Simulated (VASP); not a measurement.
# Si3C (Pmmm) in VASP: relaxation of cell and atoms with PBE

Aim: the relaxation of cell and atoms of Si3C with PBE.

Program: VASP 6.6.1. These are calculated values, not measurements. Logs are shortened: lines on timing, memory, paths and dates and some standing lists are left out, and cuts for length are marked.

**1. The cell of the first run**

It takes space group Pmmm (No. 47, orthorhombic). The conventional cell has a = 2.864 Å, b = 5.144 Å, c = 6.961 Å, α = 90.00°, β = 90.00°, γ = 90.00°. Within 3.0 Å of Si (site symmetry m) lie 4 C at 2.02 to 2.90 Å and 7 Si at 2.38 to 2.86 Å. Si (site symmetry m2m) has 8 Si at 2.43 to 2.86 Å within 3.2 Å. C (site symmetry m2m) has 1 C at 1.57 Å and 4 Si at 2.02 Å within 2.1 Å.

**2. Relaxation of cell and atoms, PBE**

Contents of INCAR:

```
SYSTEM = Si3C
PREC = Accurate ; ENCUT = 600
EDIFF = 1E-6 ; ISMEAR = 0
SIGMA = 0.1 ; LREAL = .FALSE.
LASPH = .TRUE. ; NELM = 60
ALGO = Normal ; ISIF = 3
LWAVE = .FALSE. ; LCHARG = .FALSE.
GGA = PE ; IBRION = 2
NSW = 100 ; EDIFFG = -0.01
```

Contents of KPOINTS:

```
regular mesh
0
G
  14 8 6
  0 0 0
```

Contents of POSCAR:

```
Si3C
1.0
    2.8639688844      0.0000000000      0.0000000000
    0.0000000000      5.1440712266      0.0000000000
    0.0000000000      0.0000000000      6.9607429111
Si C
6 2
Direct
    0.0000000000      0.2684153335      0.6858484236
    0.0000000000      0.7315846665      0.6858484236
    0.5000000000      0.2363385984      0.0000000000
    0.5000000000      0.7636614016      0.0000000000
    0.0000000000      0.7315846665      0.3141515764
    0.0000000000      0.2684153335      0.3141515764
    0.5000000000      0.8474098627      0.5000000000
    0.5000000000      0.1525901373      0.5000000000
```

Potentials or basis: VASP PAW PBE potentials, release 64 (Si, C).

Run with:

```console
cat potpaw_PBE.64/Si/POTCAR potpaw_PBE.64/C/POTCAR > POTCAR
mpirun -np 1 vasp_std > vasp.out
```

OUTCAR:

```text
SYSTEM = Si3C
   PREC = Accurate
   ENCUT = 600
   EDIFF = 1E-6
   ISMEAR = 0
   LREAL = .FALSE.
   LASPH = .TRUE.
   NELM = 60
   ISIF = 3
   GGA = PE
   IBRION = 2
   NSW = 100
   EDIFFG = -0.01

 ion  position               nearest neighbor table
   1  0.000  0.268  0.686-   8 2.02   8 2.02   2 2.38   6 2.59   3 2.62   3 2.62   2 2.76
   2  0.000  0.732  0.686-   7 2.02   7 2.02   1 2.38   5 2.59   4 2.62   4 2.62   1 2.76
   3  0.500  0.236  0.000-   4 2.43   1 2.62   6 2.62   1 2.62   6 2.62   4 2.71
   4  0.500  0.764  0.000-   3 2.43   2 2.62   5 2.62   2 2.62   5 2.62   3 2.71
   5  0.000  0.732  0.314-   7 2.02   7 2.02   6 2.38   2 2.59   4 2.62   4 2.62   6 2.76
   6  0.000  0.268  0.314-   8 2.02   8 2.02   5 2.38   1 2.59   3 2.62   3 2.62   5 2.76
   7  0.500  0.847  0.500-   8 1.57   5 2.02   2 2.02   2 2.02   5 2.02
   8  0.500  0.153  0.500-   7 1.57   6 2.02   1 2.02   1 2.02   6 2.02

  LATTYP: Found a simple orthorhombic cell.
 ALAT       =     2.8639688844
 B/A-ratio  =     1.7961337690
 C/A-ratio  =     2.4304533995

  Lattice vectors:

 A1 = (   2.8639688844,   0.0000000000,   0.0000000000)
 A2 = (   0.0000000000,   5.1440712266,   0.0000000000)
 A3 = (   0.0000000000,   0.0000000000,   6.9607429111)

Analysis of symmetry for initial positions (statically):
=====================================================================
 Subroutine PRICEL returns:
 Original cell was already a primitive cell.

 Routine SETGRP: Setting up the symmetry group for a
 simple orthorhombic supercell.

 Subroutine GETGRP returns: Found  8 space group operations
 (whereof  8 operations were pure point group operations)
 out of a pool of  8 trial point group operations.

The static configuration has the point symmetry D_2h.

Analysis of symmetry for dynamics (positions and initial velocities):
=====================================================================
 Subroutine PRICEL returns:
 Original cell was already a primitive cell.

 Routine SETGRP: Setting up the symmetry group for a
 simple orthorhombic supercell.

 Subroutine GETGRP returns: Found  8 space group operations
 (whereof  8 operations were pure point group operations)
 out of a pool of  8 trial point group operations.

The dynamic configuration has the point symmetry D_2h.

 Subroutine INISYM returns: Found  8 space group operations
 (whereof  8 operations are pure point group operations),
 and found     1 'primitive' translations

----------------------------------------------------------------------------------------

                                     Primitive cell

  volume of cell :     102.5489

  direct lattice vectors                    reciprocal lattice vectors
     2.863968884  0.000000000  0.000000000     0.349165805  0.000000000  0.000000000
     0.000000000  5.144071227  0.000000000     0.000000000  0.194398552  0.000000000
     0.000000000  0.000000000  6.960742911     0.000000000  0.000000000  0.143662826

  length of vectors
     2.863968884  5.144071227  6.960742911     0.349165805  0.194398552  0.143662826

  position of ions in fractional coordinates (direct lattice)
     0.000000000  0.268415334  0.685848424
     0.000000000  0.731584666  0.685848424
     0.500000000  0.236338598  0.000000000
     0.500000000  0.763661402  0.000000000
     0.000000000  0.731584666  0.314151576
     0.000000000  0.268415334  0.314151576
     0.500000000  0.847409863  0.500000000
     0.500000000  0.152590137  0.500000000

  ion indices of the primitive-cell ions
   primitive index   ion index
                 1           1
                 2           2
                 3           3
                 4           4
                 5           5
                 6           6
                 7           7
                 8           8

----------------------------------------------------------------------------------------

 KPOINTS: regular mesh

Automatic generation of k-mesh.
 Grid dimensions read from file:
 generate k-points for:   14    8    6

 Generating k-lattice:

  Cartesian coordinates                     Fractional coordinates (reciprocal lattice)
     0.024940415  0.000000000  0.000000000     0.071428571  0.000000000  0.000000000
     0.000000000  0.024299819  0.000000000     0.000000000  0.125000000  0.000000000
     0.000000000  0.000000000  0.023943804     0.000000000  0.000000000  0.166666667

  Length of vectors
     0.024940415  0.024299819  0.023943804

  Shift w.r.t. Gamma in fractional coordinates (k-lattice)
     0.000000000  0.000000000  0.000000000

 Subroutine IBZKPT returns following result:
 ===========================================

 Found    160 irreducible k-points:

 Following reciprocal coordinates:
            Coordinates               Weight
  0.000000  0.000000  0.000000      1.000000
  0.071429  0.000000  0.000000      2.000000
  0.142857  0.000000  0.000000      2.000000
  0.214286  0.000000  0.000000      2.000000
  0.285714  0.000000  0.000000      2.000000
  0.357143  0.000000  0.000000      2.000000
[... 16 lines left out ...]
  0.428571  0.250000  0.000000      4.000000
  0.500000  0.250000  0.000000      2.000000
 [... further k-points ...]
   k-points           NKPTS =    160   k-points in BZ     NKDIM =    160   number of bands    NBANDS=     21
   number of dos      NEDOS =    301   number of ions     NIONS =      8
   total plane-waves  NPLWV =  56448
   dimension x,y,z NGX =    24 NGY =   42 NGZ =   56
   dimension x,y,z NGXF=    48 NGYF=   84 NGZF=  112
   ions per type =               6   2
   NGX,Y,Z   is equivalent  to a cutoff of  13.93, 13.57, 13.37 a.u.
   NGXF,Y,Z  is equivalent  to a cutoff of  27.86, 27.15, 26.75 a.u.
 SYSTEM =  Si3C
   PREC   = accura    normal or accurate (medium, high low for compatibility)
   ISTART =      0    job   : 0-new  1-cont  2-samecut
   ICHARG =      2    charge: 1-file 2-atom 10-const
   ISPIN  =      1    spin polarized calculation?
   LNONCOLLINEAR =      F non collinear calculations
   LSORBIT =      F    spin-orbit coupling
   LASPH  =      T    aspherical Exc in radial PAW
   ENCUT  =  600.0 eV  44.10 Ry    6.64 a.u.   5.72 10.27 13.90*2*pi/ulx,y,z
   NELM   =     60;   NELMIN=  2; NELMDL= -5     # of ELM steps
   EDIFF  = 0.1E-05   stopping-criterion for ELM
   LREAL  =      F    real-space projection
   EDIFFG = -.1E-01   stopping-criterion for IOM
   NSW    =    100    number of steps for IOM
   IBRION =      2    ionic relax: 0-MD 1-quasi-New 2-CG
   NFREE  =      1    steps in history (QN), initial steepest desc. (CG)
   ISIF   =      3    stress and relaxation
   ISYM   =      2    0-nonsym 1-usesym 2-fastsym
   POTIM  = 0.5000    time-step for ionic-motion
   TEBEG  =    0.0;   TEEND  =   0.0 temperature during run
   PSTRESS=    0.0 pullay stress
   NELECT =      32.0000    total number of electrons
   NUPDOWN=      -1.0000    fix difference up-down
   EMIN   =  10.00;   EMAX   =-10.00  energy-range for DOS
   EFERMI =   0.00;   METHOD = LEGACY
   ISMEAR =     0;   SIGMA  =   0.10  broadening in eV -4-tet -1-fermi 0-gaus
   EFERMI_NEDOS =   21; number of points for ismear=-14 and -15
   IALGO  =     38    algorithm
   IMIX   =      4    mixing-type and parameters
     AMIX     =   0.40;   BMIX     =  1.00
     AMIX_MAG =   1.60;   BMIX_MAG =  1.00
  volume/ion in A,a.u.               =      12.82        86.50
  Fermi-wavevector in a.u.,A,eV,Ry     =   1.110404  2.098360 16.775958  1.232998
  Thomas-Fermi vector in A             =   2.246956
   LORBIT       =      0    0 simple, 1 ext, 2 COOP (PROOUT), +10 PAW based schemes
   GGA     = PE    functional components
   LHFCALC =     F    Hartree Fock is set to
   AEXX    =    0.0000 exact exchange contribution
   IVDW    =     0    specifies the selected vdW correction
   LEPSILON=     F    determine dielectric tensor
   LRPA    =     F    only Hartree local field effects (RPA)
 conjugate gradient relaxation of ions
 non-spin polarized calculation
 Gauss-broadening in eV      SIGMA  =   0.10
  energy-cutoff  :      600.00
  volume of cell :      102.55
 maximum number of plane-waves:      3464
 NGX is ok and might be reduce to    24
   NGX = 11   NGY = 21   NGZ = 27

--------------------------------------- Ionic step        1  -------------------------------------------

 number of electron      32.0000002 magnetization

 Free energy of the ion-electron system (eV)
  ---------------------------------------------------
  ext. energy  EPLUGINS =         0.00000000
  ---------------------------------------------------
  free energy    TOTEN  =       -46.98901937 eV

  energy without entropy =      -46.97768621  energy(sigma->0) =      -46.98335279

------------------------ aborting loop because EDIFF is reached ----------------------------------------

  FORCE on cell =-STRESS in cart. coord.  units (eV):
  Direction    XX          YY          ZZ          XY          YZ          ZX
  --------------------------------------------------------------------------------------
  -------------------------------------------------------------------------------------
  Total        0.1825577     -0.0511576     -0.2899539     -0.0000000      0.0000000      0.0000000
  in kB        2.8521993     -0.7992633     -4.5301100     -0.0000000      0.0000000      0.0000000
  external PRESSURE =      -0.8257247 kB  Pullay stress =       0.0000000 kB
[... 279 lines left out ...]
  energy  without entropy=      -46.9847807785  energy(sigma->0) =      -46.98956719

--------------------------------------- Ionic step        8  -------------------------------------------

 number of electron      32.0000002 magnetization

 Free energy of the ion-electron system (eV)
  ---------------------------------------------------
  ext. energy  EPLUGINS =         0.00000000
  ---------------------------------------------------
  free energy    TOTEN  =       -46.99440755 eV

  energy without entropy =      -46.98465368  energy(sigma->0) =      -46.98953061

 E-fermi :   9.3598     XC(G=0): -11.1533

 val. band max:        9.3173902330   @ k =   0.2857   0.2500   0.0000
 cond. band min:       9.3636843648   @ k =   0.2857   0.1250   0.3333
 fundamental gap:      0.0462941318
 Fermi energy:         9.3598078413

 k-point     1 :       0.0000    0.0000    0.0000
  band No.  band energies     occupation
      1      -7.5819      2.00000
      2      -3.1659      2.00000
      3      -2.7832      2.00000
      4      -2.2213      2.00000
      5       0.0333      2.00000
      6       1.7282      2.00000
[... 550 lines left out ...]
      5       1.3768      2.00000
      6       1.9088      2.00000
[... 13 lines left out ...]
     20      10.9433      0.00000
     21      11.1419      0.00000

 [... further k-points ...]

------------------------ aborting loop because EDIFF is reached ----------------------------------------

  FORCE on cell =-STRESS in cart. coord.  units (eV):
  Direction    XX          YY          ZZ          XY          YZ          ZX
  --------------------------------------------------------------------------------------
  -------------------------------------------------------------------------------------
  Total        0.0371499     -0.0493967      0.0285384      0.0000000      0.0000000      0.0000000
  in kB        0.5815140     -0.7732146      0.4467162      0.0000000      0.0000000      0.0000000
  external PRESSURE =       0.0850052 kB  Pullay stress =       0.0000000 kB
[... 23 lines left out ...]
  FREE ENERGIE OF THE ION-ELECTRON SYSTEM (eV)
  ---------------------------------------------------
  free  energy   TOTEN  =       -46.9944075478 eV

  energy  without entropy=      -46.9846536805  energy(sigma->0) =      -46.98953061

 reached required accuracy - stopping structural energy minimisation
```

Run time: 13 min. Hardware: 1 thread of Intel Xeon Platinum 8488C (Sapphire Rapids), shared host; peak memory 0.47 GiB.

What came out:

```yaml
Free_energy: -46.9944 eV
Relaxed_volume: 12.79 Å³/atom
Relaxed_cell: a = 2.869 Å, b = 5.135 Å, c = 6.946 Å, α = 90.00°, β = 90.00°, γ = 90.00°
Space_group_after_relaxing_to_0.1_Å: Pmmm (No. 47)
Energy_gained_by_relaxing: 0.7 meV/atom
Ionic_steps: 8
Pressure_after_relaxing: 0.0 GPa
Largest_force_after_relaxing: 0.009 eV/Å
Band_gap_on_the_k_mesh: zero (bands 16 and 17 overlap by 3.89 eV)
```

Forces on the atoms (eV/Å):
```
Si   0.000  0.002 -0.008
Si   0.000 -0.002 -0.008
Si   0.000  0.003  0.000
Si   0.000 -0.003  0.000
Si   0.000 -0.002  0.008
Si   0.000  0.002  0.008
C    0.000 -0.008  0.000
C    0.000  0.008  0.000
```

The path:
| step | energy change (eV) | largest force (eV/Å) | pressure (GPa) | volume (Å³) |
| --- | --- | --- | --- | --- |
| 1 | 0.0000 | 0.1980 | -0.08 | 102.55 |
| 2 | -0.0035 | 0.1158 | -0.03 | 102.45 |
| 3 | -0.0047 | 0.0915 | 0.06 | 102.35 |
| 4 | -0.0046 | 0.1163 | -0.01 | 102.37 |
| 5 | -0.0053 | 0.0151 | 0.02 | 102.36 |
| 6 | -0.0053 | 0.0102 | -0.04 | 102.39 |
| 7 | -0.0053 | 0.0105 | -0.04 | 102.39 |
| 8 | -0.0054 | 0.0086 | 0.01 | 102.35 |

Final structure:
```
CELL_PARAMETERS angstrom
2.86940 0.00000 0.00000
0.00000 5.13541 0.00000
0.00000 0.00000 6.94611
ATOMIC_POSITIONS crystal
Si 0.00000 0.26830 0.68615
Si 0.00000 0.73170 0.68615
Si 0.50000 0.24093 0.00000
Si 0.50000 0.75907 0.00000
Si 0.00000 0.73170 0.31385
Si 0.00000 0.26830 0.31385
C 0.50000 0.84713 0.50000
C 0.50000 0.15287 0.50000
```

The gap in the log of VASP goes by the Fermi energy; the results here count the filled bands.